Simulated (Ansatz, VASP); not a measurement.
# KI: VASP beside Ansatz

File INCAR:

```
SYSTEM = KI
ALGO = Normal
EDIFF = 1E-7
ENCUT = 520
GGA = PS
ISIF = 2
ISMEAR = -1
LASPH = .True.
LCHARG = .True.
LELF = .True.
LREAL = .False.
LVHAR = .True.
LWAVE = .False.
NBANDS = 15
NELM = 80
PREC = Accurate
SIGMA = 0.05
```

The input KPOINTS:

```
k-points
0
Gamma
  5 5 5
  0 0 0
```

POSCAR

```
KI
1.0
    0.0000000000      3.5327750000      3.5327750000
    3.5327750000      0.0000000000      3.5327750000
    3.5327750000      3.5327750000      0.0000000000
I K
1 1
Direct
    0.5000000000      0.5000000000      0.5000000000
    0.0000000000      0.0000000000      0.0000000000
```

File input.yaml:

```yaml
crystal:
  lattice:
    - [0.0, 3.532775, 3.532775]
    - [3.532775, 0.0, 3.532775]
    - [3.532775, 3.532775, 0.0]
  atoms:
    - { symbol: I, position: [0.5, 0.5, 0.5] }
    - { symbol: K, position: [0.0, 0.0, 0.0] }
kpoints:
  mp_grid: { grid: [5, 5, 5] }
  band_path:
    path:
      - [0.0, 0.0, 0.0]
      - [0.5, 0.0, 0.5]
      - [0.5, 0.25, 0.75]
      - [0.375, 0.375, 0.75]
      - [0.0, 0.0, 0.0]
      - [0.5, 0.5, 0.5]
      - [0.625, 0.25, 0.625]
      - [0.5, 0.25, 0.75]
    npoints: 6
scf:
  occupations: { method: fermi_dirac, width: 0.05 }
hamiltonian:
  xc: pbesol
  pseudopotentials: { kind: all_electron, lapw: { basis_error: 0.001 } }
output:
  forces: true
  stress: true
  eigenvalues: true
```

Alike in both runs: functional PBEsol; k mesh 5 × 5 × 5; occupations fermi-dirac, width 0.05 eV; no spin polarisation.

|  | VASP | Ansatz |
| --- | --- | --- |
| version | VASP 6.6.1 | Ansatz 0.2.0 |
| potentials or method | VASP PAW PBE potentials, release 64 (I, K_sv), cutoff 520 eV | all-electron LAPW, scalar-relativistic |
| task | single point | band structure |

|  | VASP | Ansatz | Ansatz less VASP |
| --- | --- | --- | --- |
| gap on the k mesh at the Fermi level (eV) | 3.81 | 3.82 | +0.003 |
| least direct gap on the mesh (eV) | 3.81 | 3.82 | +0.003 |
| pressure (GPa) | -0.3 | -0.3 | -0.03 |

VASP's potentials were made for PBE, not for PBEsol. Ansatz ran all-electron here, and VASP with PAW potentials.

Neither program's run includes spin-orbit coupling.
